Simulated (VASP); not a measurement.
The system is Al4Pt.

```xyz
5
Lattice="2.8806 0.0000 0.0000 -1.4403 2.4947 0.0000 0.0000 0.0000 11.2708" Properties=species:S:1:pos:R:3 pbc="T T T"
Al    0.0000    1.6631    9.2016
Al    0.0000    1.6631    4.3900
Al    1.4403    0.8316    2.0692
Al    1.4403    0.8316    6.8808
Pt    0.0000    0.0000    0.0000
```

| Property | Result |
| --- | --- |
| Program | VASP 6.6.1 |
| Task | relaxation of cell and atoms |
| Functional | PBE |
| Potentials or basis | VASP PAW PBE potentials, release 64 (Al, Pt) |
| Cutoff | 600 eV |
| k mesh | 12 × 12 × 4 |
| Occupations | gaussian, width 0.1 eV |
| Spin | no spin polarisation |

At the start: pressure -0.4 GPa; volume 16.20 Å³/atom.

Problem. Where does the relaxation end?

Solution. Over 11 steps the energy falls by 5.9 meV/atom and the volume is 16.14 Å³/atom (-0.4 %); space group P-3m1 (No. 164, to 0.05 Å).

Step by step:
```tsv
step	energy change (eV)	largest force (eV/Å)	pressure (GPa)	volume (Å³)
1	0.0000	0.1995	-0.36	80.99
2	-0.0148	0.1816	0.45	80.57
3	-0.0191	0.1581	1.16	80.22
4	-0.0250	0.1082	-0.07	81.11
5	-0.0250	0.1079	-0.09	81.13
6	-0.0270	0.0698	-0.20	81.10
7	-0.0286	0.0207	-0.41	81.04
8	-0.0289	0.0203	0.36	80.43
9	-0.0291	0.0113	0.07	80.66
10	-0.0291	0.0109	0.05	80.67
11	-0.0293	0.0077	0.03	80.69
```

Final structure:
```
Al Pt
1.0
     2.90669    0.00000    0.00000
    -1.45335    2.51727    0.00000
     0.00000    0.00000   11.02753
Al Pt
4 1
Cartesian
  0.0000 1.6782 8.9923
  0.0000 1.6782 4.3432
  1.4533 0.8391 2.0353
  1.4533 0.8391 6.6843
  0.0000 0.0000 0.0000
```
